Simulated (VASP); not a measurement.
# As (R-3m) in VASP: notebook

The runs below take As through single point, relaxation of cell and atoms, with PBE.

Program: VASP 6.6.1. These are calculated values, not measurements. Logs are shortened: lines on timing, memory, paths and dates and some standing lists are left out, and cuts for length are marked.

## Step 1: The cell of the first run

It takes space group R-3m (No. 166, trigonal). The conventional cell has a = 3.724 Å, b = 3.724 Å, c = 9.606 Å, α = 90.00°, β = 90.00°, γ = 120.00°. Within 3.3 Å of As (site symmetry 3m) lie 6 As at 2.51 to 2.87 Å.

## Step 2: Single point, PBE

Input file INCAR:

```
PREC = Accurate ; ENCUT = 520
EDIFF = 1E-6 ; ISMEAR = -1
SIGMA = 0.08 ; LREAL = False
LASPH = True ; NELM = 60
ALGO = Normal ; ISIF = 2
LWAVE = False ; LCHARG = False
GGA = PE ; NBANDS = 12
```

Input file KPOINTS:

```
Automatic mesh
0
Gamma
  13 13 13
```

Input file POSCAR:

```
As
1.0
    1.8618634549     -1.0749473669      3.2021053508
    0.0000000000      2.1498947338      3.2021053508
   -1.8618634549     -1.0749473669      3.2021053508
As
2
Direct
    0.2342070943      0.2342070943      0.2342070943
   -0.2342070943     -0.2342070943     -0.2342070943
```

Potentials or basis: VASP PAW PBE potentials, release 64 (As).

Launch:

```
cat potpaw_PBE.64/As/POTCAR > POTCAR
mpirun -np 1 vasp_std > vasp.out
```

OUTCAR:

```text
PREC = Accurate
   ENCUT = 520
   EDIFF = 1E-6
   ISMEAR = -1
   LREAL = False
   LASPH = True
   NELM = 60
   ISIF = 2
   GGA = PE

 ion  position               nearest neighbor table
   1  0.234  0.234  0.234-   2 2.51   2 2.51   2 2.51   2 2.87   2 2.87   2 2.87
   2  0.766  0.766  0.766-   1 2.51   1 2.51   1 2.51   1 2.87   1 2.87   1 2.87

  LATTYP: Found a trigonal (rhomboedric) cell.
 ALAT       =     3.8568803513
 COS(alpha) =     0.5339276723

  Lattice vectors:

 A1 = (   1.8618634549,  -1.0749473669,   3.2021053508)
 A2 = (   0.0000000000,   2.1498947338,   3.2021053508)
 A3 = (  -1.8618634549,  -1.0749473669,   3.2021053508)

Analysis of symmetry for initial positions (statically):
=====================================================================
 Subroutine PRICEL returns:
 Original cell was already a primitive cell.

 Routine SETGRP: Setting up the symmetry group for a
 trigonal (rhombohedral) supercell.

 Subroutine GETGRP returns: Found 12 space group operations
 (whereof 12 operations were pure point group operations)
 out of a pool of 12 trial point group operations.

The static configuration has the point symmetry D_3d.

Analysis of symmetry for dynamics (positions and initial velocities):
=====================================================================
 Subroutine PRICEL returns:
 Original cell was already a primitive cell.

 Routine SETGRP: Setting up the symmetry group for a
 trigonal (rhombohedral) supercell.

 Subroutine GETGRP returns: Found 12 space group operations
 (whereof 12 operations were pure point group operations)
 out of a pool of 12 trial point group operations.

The dynamic configuration has the point symmetry D_3d.

 Subroutine INISYM returns: Found 12 space group operations
 (whereof 12 operations are pure point group operations),
 and found     1 'primitive' translations

----------------------------------------------------------------------------------------

                                     Primitive cell

  volume of cell :      38.4523

  direct lattice vectors                    reciprocal lattice vectors
     1.861863455 -1.074947367  3.202105351     0.268548157 -0.155046351  0.104098178
     0.000000000  2.149894734  3.202105351     0.000000000  0.310092702  0.104098178
    -1.861863455 -1.074947367  3.202105351    -0.268548157 -0.155046351  0.104098178

  length of vectors
     3.856880351  3.856880351  3.856880351     0.327099242  0.327099242  0.327099242

  position of ions in fractional coordinates (direct lattice)
     0.234207094  0.234207094  0.234207094
     0.765792906  0.765792906  0.765792906

  ion indices of the primitive-cell ions
   primitive index   ion index
                 1           1
                 2           2

----------------------------------------------------------------------------------------

 KPOINTS: Automatic mesh

Automatic generation of k-mesh.
 Grid dimensions read from file:
 generate k-points for:   13   13   13

 Generating k-lattice:

  Cartesian coordinates                     Fractional coordinates (reciprocal lattice)
     0.020657551 -0.011926642  0.008007552     0.076923077 -0.000000000  0.000000000
     0.000000000  0.023853285  0.008007552    -0.000000000  0.076923077 -0.000000000
    -0.020657551 -0.011926642  0.008007552     0.000000000 -0.000000000  0.076923077

  Length of vectors
     0.025161480  0.025161480  0.025161480

  Shift w.r.t. Gamma in fractional coordinates (k-lattice)
     0.000000000  0.000000000  0.000000000

 Subroutine IBZKPT returns following result:
 ===========================================

 Found    231 irreducible k-points:

 Following reciprocal coordinates:
            Coordinates               Weight
  0.000000  0.000000  0.000000      1.000000
  0.076923  0.000000  0.000000      6.000000
  0.153846  0.000000  0.000000      6.000000
  0.230769 -0.000000  0.000000      6.000000
  0.307692  0.000000  0.000000      6.000000
  0.384615 -0.000000  0.000000      6.000000
[... 16 lines left out ...]
  0.384615  0.153846  0.000000     12.000000
  0.461538  0.153846  0.000000     12.000000
 [... further k-points ...]
   k-points           NKPTS =    231   k-points in BZ     NKDIM =    231   number of bands    NBANDS=     12
   number of dos      NEDOS =    301   number of ions     NIONS =      2
   total plane-waves  NPLWV =  27000
   dimension x,y,z NGX =    30 NGY =   30 NGZ =   30
   dimension x,y,z NGXF=    60 NGYF=   60 NGZF=   60
   ions per type =               2
   NGX,Y,Z   is equivalent  to a cutoff of  12.93, 12.93, 12.93 a.u.
   NGXF,Y,Z  is equivalent  to a cutoff of  25.86, 25.86, 25.86 a.u.
 SYSTEM =  unknown system
   PREC   = accura    normal or accurate (medium, high low for compatibility)
   ISTART =      0    job   : 0-new  1-cont  2-samecut
   ICHARG =      2    charge: 1-file 2-atom 10-const
   ISPIN  =      1    spin polarized calculation?
   LNONCOLLINEAR =      F non collinear calculations
   LSORBIT =      F    spin-orbit coupling
   LASPH  =      T    aspherical Exc in radial PAW
   ENCUT  =  520.0 eV  38.22 Ry    6.18 a.u.   7.17  7.17  7.17*2*pi/ulx,y,z
   NELM   =     60;   NELMIN=  2; NELMDL= -5     # of ELM steps
   EDIFF  = 0.1E-05   stopping-criterion for ELM
   LREAL  =      F    real-space projection
   EDIFFG = 0.1E-04   stopping-criterion for IOM
   NSW    =      0    number of steps for IOM
   IBRION =     -1    ionic relax: 0-MD 1-quasi-New 2-CG
   NFREE  =      0    steps in history (QN), initial steepest desc. (CG)
   ISIF   =      2    stress and relaxation
   ISYM   =      2    0-nonsym 1-usesym 2-fastsym
   POTIM  = 0.5000    time-step for ionic-motion
   TEBEG  =    0.0;   TEEND  =   0.0 temperature during run
   PSTRESS=    0.0 pullay stress
   NELECT =      10.0000    total number of electrons
   NUPDOWN=      -1.0000    fix difference up-down
   EMIN   =  10.00;   EMAX   =-10.00  energy-range for DOS
   EFERMI =   0.00;   METHOD = LEGACY
   ISMEAR =    -1;   SIGMA  =   0.08  broadening in eV -4-tet -1-fermi 0-gaus
   EFERMI_NEDOS =   21; number of points for ismear=-14 and -15
   IALGO  =     38    algorithm
   IMIX   =      4    mixing-type and parameters
     AMIX     =   0.40;   BMIX     =  1.00
     AMIX_MAG =   1.60;   BMIX_MAG =  1.00
  volume/ion in A,a.u.               =      19.23       129.74
  Fermi-wavevector in a.u.,A,eV,Ry     =   1.044963  1.974694 14.856847  1.091947
  Thomas-Fermi vector in A             =   2.179738
   LORBIT       =      0    0 simple, 1 ext, 2 COOP (PROOUT), +10 PAW based schemes
   GGA     = PE    functional components
[... 5 lines left out ...]
 non-spin polarized calculation
  energy-cutoff  :      520.00
  volume of cell :       38.45
 maximum number of plane-waves:      1048
 NGX is ok and might be reduce to    30
   NGX = 15   NGY = 15   NGZ = 15

 number of electron      10.0000001 magnetization

 Free energy of the ion-electron system (eV)
  ---------------------------------------------------
  ext. energy  EPLUGINS =         0.00000000
  ---------------------------------------------------
  free energy    TOTEN  =        -9.18246080 eV

  energy without entropy =       -9.17744445  energy(sigma->0) =       -9.17995263

 E-fermi :   6.6815     XC(G=0): -10.5171

 val. band max:        6.6736910058   @ k =   0.4615   0.4615   0.4615
 cond. band min:       6.6834572845   @ k =   0.3846   0.1538   0.1538
 fundamental gap:      0.0097662787
 Fermi energy:         6.6815238421

 k-point     1 :       0.0000    0.0000    0.0000
  band No.  band energies     occupation
      1      -9.1010      2.00000
      2       1.6579      2.00000
      3       4.2216      2.00000
      4       4.4296      2.00000
      5       4.4296      2.00000
      6       9.3238      0.00000
      7      10.1591      0.00000
      8      10.1591      0.00000
      9      12.8121      0.00000
     10      12.8121      0.00000
     11      13.2237      0.00000
     12      15.0854      0.00000

 k-point     2 :       0.0769    0.0000    0.0000
  band No.  band energies     occupation
      1      -9.0153      2.00000
      2       1.1652      2.00000
      3       4.2403      2.00000
      4       4.4034      2.00000
      5       4.6628      2.00000
      6       9.3055      0.00000
      7       9.9377      0.00000
      8       9.9562      0.00000
      9      12.4773      0.00000
     10      12.7772      0.00000
     11      12.9452      0.00000
     12      15.7097      0.00000

 k-point     3 :       0.1538    0.0000    0.0000
  band No.  band energies     occupation
      1      -8.7589      2.00000
      2       0.0809      2.00000
      3       4.2221      2.00000
      4       4.3398      2.00000
      5       5.1027      2.00000
      6       9.0411      0.00000
      7       9.3341      0.00000
      8       9.4266      0.00000
      9      12.2276      0.00000
     10      12.9078      0.00000
     11      13.0792      0.00000
     12      17.0983      0.00000

 k-point     4 :       0.2308   -0.0000    0.0000
  band No.  band energies     occupation
      1      -8.3343      2.00000
      2      -1.1992      2.00000
      3       4.2211      2.00000
      4       4.2713      2.00000
      5       5.4566      2.00000
      6       8.4272      0.00000
      7       8.5883      0.00000
      8       8.7045      0.00000
      9      12.6917      0.00000
     10      13.3888      0.00000
     11      13.8535      0.00000
     12      18.8358      0.00000

 k-point     5 :       0.3077    0.0000    0.0000
  band No.  band energies     occupation
      1      -7.7466      2.00000
      2      -2.5089      2.00000
      3       4.2259      2.00000
      4       4.2722      2.00000
      5       5.7173      1.99999
      6       7.6888      0.00001
      7       7.9052      0.00000
      8       8.0018      0.00000
      9      13.6020      0.00000
     10      14.4053      0.00000
     11      14.9873      0.00000
     12      20.3933      0.00000
[... 228 lines left out ...]
      1      -8.3634      2.00000
      2      -0.6425      2.00000
      3       3.0938      2.00000
      4       3.4817      2.00000
      5       5.6124      2.00000
      6       8.0238      0.00000
      7       9.5892      0.00000
      8      10.7274      0.00000
      9      11.6930      0.00000
     10      14.4121      0.00000
     11      14.8320      0.00000
     12      16.4215      0.00000

 k-point    22 :       0.3077    0.1538    0.0000
  band No.  band energies     occupation
      1      -7.8999      2.00000
      2      -1.6663      2.00000
      3       2.8823      2.00000
      4       3.3677      2.00000
      5       4.9124      2.00000
      6       8.5406      0.00000
      7       9.6829      0.00000
      8      10.2727      0.00000
      9      11.3608      0.00000
     10      15.3758      0.00000
     11      15.7705      0.00000
     12      17.8912      0.00000

 k-point    23 :       0.3846    0.1538    0.0000
  band No.  band energies     occupation
      1      -7.2806      2.00000
      2      -2.8119      2.00000
      3       2.6983      2.00000
      4       3.3187      2.00000
      5       4.4625      2.00000
      6       8.8619      0.00000
      7       9.2921      0.00000
      8       9.7949      0.00000
      9      11.9327      0.00000
     10      16.3905      0.00000
     11      17.1262      0.00000
     12      19.1518      0.00000

 k-point    24 :       0.4615    0.1538    0.0000
  band No.  band energies     occupation
      1      -6.5245      2.00000
      2      -3.9473      2.00000
      3       2.4421      2.00000
      4       3.4239      2.00000
      5       4.3421      2.00000
      6       8.5288      0.00000
      7       8.8526      0.00000
      8       9.7562      0.00000
      9      13.1559      0.00000
     10      17.6032      0.00000
     11      17.8650      0.00000
     12      18.7519      0.00000

 [... further k-points ...]
[... 5 lines left out ...]
  --------------------------------------------------------------------------------------
  -------------------------------------------------------------------------------------
  Total        2.3399444      2.3399444      2.3078168     -0.0000000      0.0000000      0.0000000
  in kB       97.4976687     97.4976687     96.1590185     -0.0000000      0.0000000      0.0000000
  external PRESSURE =      97.0514519 kB  Pullay stress =       0.0000000 kB

 VOLUME and BASIS-vectors are now :
 -----------------------------------------------------------------------------
  energy-cutoff  :      520.00
  volume of cell :       38.45
      direct lattice vectors                 reciprocal lattice vectors
     1.861863455 -1.074947367  3.202105351     0.268548157 -0.155046351  0.104098178
     0.000000000  2.149894734  3.202105351     0.000000000  0.310092702  0.104098178
    -1.861863455 -1.074947367  3.202105351    -0.268548157 -0.155046351  0.104098178

 POSITION                                       TOTAL-FORCE (eV/Angst)
 -----------------------------------------------------------------------------------
      0.00000      0.00000      2.24987         0.000000      0.000000      0.051776
      0.00000      0.00000      7.35645         0.000000      0.000000     -0.051776
 -----------------------------------------------------------------------------------
    total drift:                               -0.000000      0.000000     -0.000000

  FREE ENERGIE OF THE ION-ELECTRON SYSTEM (eV)
  ---------------------------------------------------
  free  energy   TOTEN  =        -9.1824608002 eV

  energy  without entropy=       -9.1774444531  energy(sigma->0) =       -9.17995263
```

Wall time 33 s (1 thread of Intel Xeon 6975P-C (Granite Rapids), shared host); peak memory 0.23 GiB.

What came out:

```yaml
Free_energy: -9.1825 eV
Pressure: 9.7 GPa
Largest_force: 0.052 eV/Å
Band_gap_on_the_k_mesh: zero (bands 5 and 6 overlap by 0.14 eV)
```

Forces in eV/Å, atoms in the order of the input:
```
As   0.000  0.000  0.052
As   0.000  0.000 -0.052
```

Caveat: the cell stands under pressure.

## Step 3: Single point, PBE

Input file INCAR:

```
SYSTEM = As
PREC = Accurate
ENCUT = 520
EDIFF = 1E-7
ISMEAR = -1
SIGMA = 0.08
LREAL = .False.
LASPH = .True.
NELM = 100
ALGO = Normal
ISIF = 2
LWAVE = .False.
LCHARG = .False.
GGA = PE
NBANDS = 12
```

Input file KPOINTS:

```
regular mesh
0
Gamma
  13 13 13
  0 0 0
```

Input file POSCAR:

```
As
1.0
    1.8618634550     -1.0749473669      3.2021053508
    0.0000000000      2.1498947338      3.2021053508
   -1.8618634550     -1.0749473669      3.2021053508
As
2
Direct
    0.2342070943      0.2342070943      0.2342070943
   -0.2342070943     -0.2342070943     -0.2342070943
```

Potentials or basis: VASP PAW PBE potentials, release 64 (As).

Launch:

```
cat potpaw_PBE.64/As/POTCAR > POTCAR
mpirun -np 1 vasp_std > vasp.out
```

Wall time 36 s (1 thread of Intel Xeon 6975P-C (Granite Rapids), shared host); peak memory 0.23 GiB.

The run converged. Its results:

* Free energy: -9.1825 eV
* Pressure: 9.7 GPa
* Largest force: 0.052 eV/Å
* Band gap on the k mesh: zero (bands 5 and 6 overlap by 0.15 eV)

Forces in eV/Å, atoms in the order of the input:
```
As   0.000  0.000  0.052
As   0.000  0.000 -0.052
```

Stress tensor (GPa, compression positive):
```
9.74 0.00 0.00
0.00 9.74 0.00
0.00 0.00 9.61
```

Levels at points of the mesh, in eV from the Fermi level:
```
           k point  band 2  band 3  band 4  band 5  band 6  band 7  band 8  band 9
(0.00, 0.00, 0.00)   -5.02   -2.46   -2.25   -2.25    2.64    3.48    3.48    6.13
```

Caveat: the cell stands under pressure.

## Step 4: Relaxation of cell and atoms, PBE, target pressure 9.3 GPa, at which the enthalpy is minimised

This run uses another cell than the first one, of 19.00 Å³/atom.

Input file INCAR:

```
SYSTEM = As
  PREC = Accurate
  ENCUT = 600
  EDIFF = 1E-6
  ISMEAR = -1
  SIGMA = 0.08
  LREAL = .False.
  LASPH = .True.
  NELM = 100
  ALGO = Normal
  ISIF = 3
  LWAVE = .False.
  LCHARG = .False.
  GGA = PE
  IBRION = 2
  NSW = 60
  EDIFFG = -0.005
  PSTRESS = 93.0
```

KPOINTS is that of step 3.

Input file POSCAR:

```
As
1.0
    1.8379053478     -1.0611151473      3.2469661144
    0.0000000000      2.1222302945      3.2469661144
   -1.8379053478     -1.0611151473      3.2469661144
As
2
Direct
    0.2320000000      0.2320000000      0.2320000000
   -0.2320000000     -0.2320000000     -0.2320000000
```

Launch:

```
cat potpaw_PBE.64/As/POTCAR > POTCAR
mpirun -np 1 vasp_std > vasp.out
```

It took 1.7 min on 1 thread of Intel Xeon 6975P-C (Granite Rapids), shared host; peak memory 0.26 GiB.

The run converged. Its results:

```yaml
Free_energy: -9.1865 eV
Relaxed_volume: 19.26 Å³/atom
Relaxed_cell: a = 3.855 Å, b = 3.855 Å, c = 3.855 Å, α = 57.84°, β = 57.84°, γ = 57.84°
Space_group_after_relaxing_to_0.1_Å: R-3m (No. 166)
Energy_change_on_relaxing_the_run_minimises_the_enthalpy: -25.0 meV/atom
Ionic_steps: 9
Pressure_after_relaxing: 9.3 GPa
Band_gap_on_the_k_mesh: zero (bands 5 and 6 overlap by 0.14 eV)
```

Step by step:
```tsv
step	energy change (eV)	largest force (eV/Å)	pressure (GPa)	volume (Å³)
1	0.0000	0.4240	12.61	37.99
2	-0.1255	0.2127	5.27	40.19
3	-0.0754	0.0940	8.85	39.03
4	-0.0674	0.0596	9.03	38.85
5	-0.0499	0.0002	9.40	38.52
6	-0.0468	0.0088	9.46	38.46
7	-0.0535	0.0225	9.08	38.58
8	-0.0507	0.0169	9.25	38.53
9	-0.0500	0.0000	9.31	38.52
```

Final structure:
```xyz
2
Lattice="1.8645 -1.0765 3.1983 0.0000 2.1530 3.1983 -1.8645 -1.0765 3.1983" Properties=species:S:1:pos:R:3 pbc="T T T"
As    0.0000    0.0000    2.2506
As    0.0000    0.0000    7.3444
```

Levels at points of the mesh, in eV from the Fermi level:
```csv
k point,band 2,band 3,band 4,band 5,band 6,band 7,band 8,band 9
"(0.00, 0.00, 0.00)",-5.02,-2.43,-2.24,-2.24,2.70,3.50,3.50,6.12
```

Caveat: the cell is relaxed towards a set pressure, so the run minimises the enthalpy, not the energy.

The gap in the log of VASP goes by the Fermi energy; the results here count the filled bands.